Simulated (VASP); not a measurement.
Set up this calculation in VASP 6.6.1, as the native input.

* Task: single point
* Functional: PBE
* Potentials or basis: VASP PAW PBE potentials, release 64 (Be, N)
* Cutoff: 520 eV
* k mesh: 8 × 8 × 10
* Occupations: gaussian, width 0.1 eV
* Spin: no spin polarisation
* Dipole correction: no
* Further INCAR settings: ALGO = Normal; EDIFF = 1e-06; NBANDS = 18

The structure of Be6N lies in POSCAR:

```
Be6N
1.0
    4.5230100560      0.0000000000      0.0000000000
    0.0000000000      4.5230100560      0.0000000000
    0.0000000000      0.0000000000      3.9454016159
Be N
6 1
Direct
    0.1984697384      0.5000000000      0.0662832783
    0.8015302616      0.5000000000      0.0662832783
    0.5000000000      0.1984697384      0.0662832783
    0.5000000000      0.8015302616      0.0662832783
    0.5000000000      0.0000000000      0.5635466272
    0.0000000000      0.5000000000      0.5635466272
    0.0000000000      0.0000000000      0.8529312123
```

The cell was generated, and may not be a known phase.

The input as run:

INCAR

```
ALGO     = Normal         # electronic algorithm
EDIFF    = 1E-6           # SCF threshold, eV
ENCUT    = 520            # plane-wave cutoff, eV
GGA      = PE             # functional
ISIF     = 2              # what is computed and relaxed
ISMEAR   = 0              # smearing method
LASPH    = True           # aspherical terms in the spheres
LCHARG   = False          # write CHGCAR
LREAL    = False          # projectors in reciprocal space
LWAVE    = False          # write WAVECAR
NBANDS   = 18             # bands
NELM     = 80             # most SCF steps
PREC     = Accurate       # precision mode
SIGMA    = 0.1            # smearing width, eV
```

KPOINTS

```
k-points
0
Gamma
  8 8 10
```

Potentials or basis: VASP PAW PBE potentials, release 64 (Be, N).

Run with:

```bash
$ cat potpaw_PBE.64/Be/POTCAR potpaw_PBE.64/N/POTCAR > POTCAR
$ mpirun -np 1 vasp_std > vasp.out
```

Results of the run:

```yaml
Pressure: 0.1 GPa
Largest_force: 0.010 eV/Å
Band_gap_on_the_k_mesh: zero (an odd number of electrons rules out a gap without spin polarisation)
```

Wall time 41 s on 1 thread of Intel(R) Xeon(R) 6975P-C (Granite Rapids) (shared host), peak memory 0.25 GiB.
